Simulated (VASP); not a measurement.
Runs of VASP 6.6.1 on TaRu. The structure is that of space group Pm-3m (No. 221), or close to it. The cells are those of the table. 

| task | potentials or basis | cell | k mesh | cutoff (eV) | second run | gap on the mesh (eV) | pressure (GPa) | relaxed volume (Å³/atom) |
| --- | --- | --- | --- | --- | --- | --- | --- | --- |
| single point | VASP PAW LDA potentials, release 64 (Ta_pv, Ru_pv) | a = 3.119 Å, 2 atoms | 6 × 6 × 6 | 520 | - | none | 1.0 | - |
| single point | VASP PAW LDA potentials, release 64 (Ta_sv_GW, Ru_sv) | a = 3.118 Å, 2 atoms | 14 × 14 × 14 | 600 | valence_matched | none | 0.4 | - |
| relaxation of cell and atoms | VASP PAW LDA potentials, release 64 (Ta_pv, Ru_pv) | relaxed from a = 3.187 Å, 2 atoms | 6 × 6 × 6 | 600 | - | none | -0.3 | (a) |
| single point | VASP PAW LDA potentials, release 64 (Ta_sv_GW, Ru_sv) | a = 3.119 Å, 2 atoms | 6 × 6 × 6 | 600 | valence_matched | none | 0.5 | - |
| relaxation of cell and atoms | VASP PAW LDA potentials, release 64 (Ta_pv, Ru_pv) | relaxed from a = 3.119 Å, 2 atoms | 14 × 14 × 14 | 600 | - | none | 0.0 | 15.22 |
| relaxation of cell and atoms | VASP PAW LDA potentials, release 64 (Ta_sv_GW, Ru_sv) | relaxed from a = 3.187 Å, 2 atoms | 6 × 6 × 6 | 600 | valence_matched | none | -0.3 | 15.22 |
| single point | VASP PAW LDA potentials, release 64 (Ta_pv, Ru_pv) | a = 3.118 Å, 2 atoms | 14 × 14 × 14 | 520 | - | none | 1.0 | - |

Alike in all rows: level LDA; no spin polarisation; smearing gaussian 0.1 eV.

Fill in the values left out.

(a) 15.25.

Caveats: spin-orbit coupling is left out, which moves the levels of the heavy elements.

A k mesh can miss the band edges, and the runs leave out spin-orbit coupling on Ru, Ta.

A gap of «none» marks levels without a gap at the run's occupations.

The runs don't all hold the same shells in valence.
